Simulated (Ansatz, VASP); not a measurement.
**Two plane-wave programs on HfBiH2**

File INCAR:

```
PREC = Accurate ; ENCUT = 600
EDIFF = 1E-6 ; ISMEAR = 0
SIGMA = 0.1 ; LREAL = F
LASPH = T ; NELM = 80
ALGO = Normal ; ISIF = 3
LWAVE = F ; LCHARG = F
GGA = PE ; IBRION = 2
NSW = 90 ; EDIFFG = -0.04
```

File KPOINTS:

```
Automatic mesh
0
Gamma
  6 6 4
```

The input POSCAR:

```
HfBiH2
1.0
    3.5991925400      0.0000000000      0.0000000000
   -1.7995962700      3.1169921700      0.0000000000
    0.0000000000      0.0000000000      5.6362541500
Hf Bi H
1 1 2
Direct
    0.0000000000      0.0000000000      0.5000000000
    0.0000000000      0.0000000000      0.0000000000
    0.0000000000      0.0000000000      0.2324835100
    0.0000000000      0.0000000000      0.7675164900
```

Input for Ansatz:

```yaml
crystal:
  lattice:
    - [3.59919254, 0.0, 0.0]
    - [-1.79959627, 3.11699217, 0.0]
    - [0.0, 0.0, 5.63625415]
  atoms:
    - { symbol: Hf, position: [0.0, 0.0, 0.5] }
    - { symbol: Bi, position: [0.0, 0.0, 0.0] }
    - { symbol: H, position: [0.0, 0.0, 0.23248351] }
    - { symbol: H, position: [0.0, 0.0, 0.76751649] }
basis:
  ecutwfc: 420
kpoints:
  mp_grid: { grid: [6, 6, 4] }
hamiltonian:
  xc: pbe
scf:
  occupations: { method: gaussian, width: 0.1 }
  lower_state_search: "off"
output:
  forces: true
  stress: true
  eigenvalues: true
relax:
  adjacent_minimum: "off"
  f_tol: 0.04
  max_steps: 70
  cell: { stress_tol: 0.4 }
```

Alike in both runs: task relaxation of cell and atoms; functional PBE; k mesh 6 × 6 × 4; occupations gaussian, width 0.1 eV; no spin polarisation.

|  | VASP | Ansatz |
| --- | --- | --- |
| version | VASP 6.6.1 | Ansatz 0.2.0 |
| potentials or method | VASP PAW PBE potentials, release 64 (Hf_pv, Bi_d, H), cutoff 600 eV | scalar-relativistic, plane waves, PAW |
| valence electrons in the cell | 27 | 43 |

|  | VASP | Ansatz | Ansatz less VASP |
| --- | --- | --- | --- |
| gap on the k mesh at the Fermi level, each at its own relaxed structure (eV) | none | none | - |
| relaxed volume (Å³/atom) | 18.91 | 19.10 | +0.187 |
| relaxed cell length with the largest relative difference (Å) | 8.058 | 8.091 | +0.0338 |

A gap of «none» marks a metal or a gap that the smearing closes. VASP's potentials hold 27 valence electrons a cell and Ansatz's 43, so a difference there can come from the potentials and not from the codes.

Neither program's run includes spin-orbit coupling. Noted on VASP's run: the volume moved by over 15 % at a fixed basis, so the end points are rough.
